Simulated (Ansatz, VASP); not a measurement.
# InP: VASP beside Ansatz

INCAR

```
SYSTEM = InP
PREC = Accurate
ENCUT = 500
EDIFF = 1E-6
ISMEAR = -1
SIGMA = 0.01
LREAL = .FALSE.
LASPH = .TRUE.
NELM = 120
ALGO = Normal
ISIF = 2
LWAVE = .FALSE.
LCHARG = .TRUE.
GGA = PE
LELF = .TRUE.
LVHAR = .TRUE.
NBANDS = 16
GGA_COMPAT = .FALSE.
```

Contents of KPOINTS:

```
regular mesh
0
G
  4 4 4
  0 0 0
```

File POSCAR:

```
InP
1.0
    0.0000000000      2.9541317350      2.9541317350
    2.9541317350      0.0000000000      2.9541317350
    2.9541317350      2.9541317350      0.0000000000
In P
1 1
Direct
    0.0000000000      0.0000000000      0.0000000000
    0.7500000000      0.7500000000      0.7500000000
```

Input for Ansatz:

```yaml
crystal:
  lattice:
    - [0.0, 2.954131735, 2.954131735]
    - [2.954131735, 0.0, 2.954131735]
    - [2.954131735, 2.954131735, 0.0]
  atoms:
    - { symbol: In, position: [0.0, 0.0, 0.0] }
    - { symbol: P, position: [0.75, 0.75, 0.75] }
basis:
  ecutwfc: 420.0
  ecutrho_ratio: 4
  xc_grid: 2
  fft_grid_basis: typed
  precision: f64
kpoints:
  mp_grid: { grid: [4, 4, 4] }
hamiltonian:
  pseudopotentials: { kind: paw, azcp: { folder: soft_1 } }
scf:
  max_iter: 100
  self_checks: high
  occupations: { method: fermi_dirac, width: 0.01 }
output:
  forces: true
checkpoint:
  write: "../host.relax.run"
  compress: false
  write_wavefunctions: true
  write_every: 100000
```

Alike in both runs: task single point; functional PBE; k mesh 4 × 4 × 4; occupations fermi-dirac, width 0.01 eV; no spin polarisation.

|  | VASP | Ansatz |
| --- | --- | --- |
| version | VASP 6.6.1 | Ansatz 0.2.0 |
| potentials or method | VASP PAW PBE potentials, release 64 (In_d, P), cutoff 500 eV | plane-wave PAW DFT |
| valence electrons in the cell | 18 | 18 |

|  | VASP | Ansatz | Ansatz less VASP |
| --- | --- | --- | --- |
| gap on the k mesh at the Fermi level (eV) | 0.57 | 0.57 | +0.002 |

The k mesh is coarse, so the values compare programs but aren't converged.
